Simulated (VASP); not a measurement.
Set up this calculation in VASP 6.6.1, as the native input.

| Item | Value |
| --- | --- |
| Task | single point |
| Functional | PBE |
| Potentials or basis | VASP PAW PBE potentials, release 64 (Pt) |
| Cutoff | 520 eV |
| k mesh | 20 × 20 × 20 |
| Occupations | gaussian, width 0.15 eV |
| Spin | no spin polarisation |
| Dipole correction | no |
| Further INCAR settings | ALGO = Normal; EDIFF = 1e-06; NBANDS = 11 |

The structure of Pt lies in POSCAR:

```
Pt
1.0
    0.0000000000      1.9579000000      2.0557950000
    1.9579000000      0.0000000000      2.0557950000
    1.9579000000      1.9579000000      0.0000000000
Pt
1
Direct
    0.0000000000      0.0000000000      0.0000000000
```

This cell differs from its parent crystal: strain +0.000 along x and y, +0.050 along z.

One way to write it, as run:

INCAR

```
  ALGO = Normal
  EDIFF = 1E-6
  ENCUT = 520
  GGA = PE
  ISIF = 2
  ISMEAR = 0
  LASPH = T
  LCHARG = F
  LREAL = F
  LWAVE = F
  NBANDS = 11
  NELM = 60
  PREC = Accurate
  SIGMA = 0.15
```

KPOINTS

```
k-points
0
Gamma
  20 20 20
```

Potentials or basis: VASP PAW PBE potentials, release 64 (Pt).

The run is started by

```sh
$ cat potpaw_PBE.64/Pt/POTCAR > POTCAR
$ mpirun -np 1 vasp_std > vasp.out
```

Results of the run:

```json
{
 "Pressure": "-1.9 GPa",
 "Band gap on the k mesh": "zero (bands 5 and 6 overlap by 2.30 eV)"
}
```

Caveat: the cell differs from its parent crystal (strain +0.000 along x and y, +0.050 along z); spin-orbit coupling is left out, which moves the levels of the heavy elements.

Run time: 95 s on 1 thread of Intel Xeon 8259CL (shared host), peak memory 0.24 GiB.
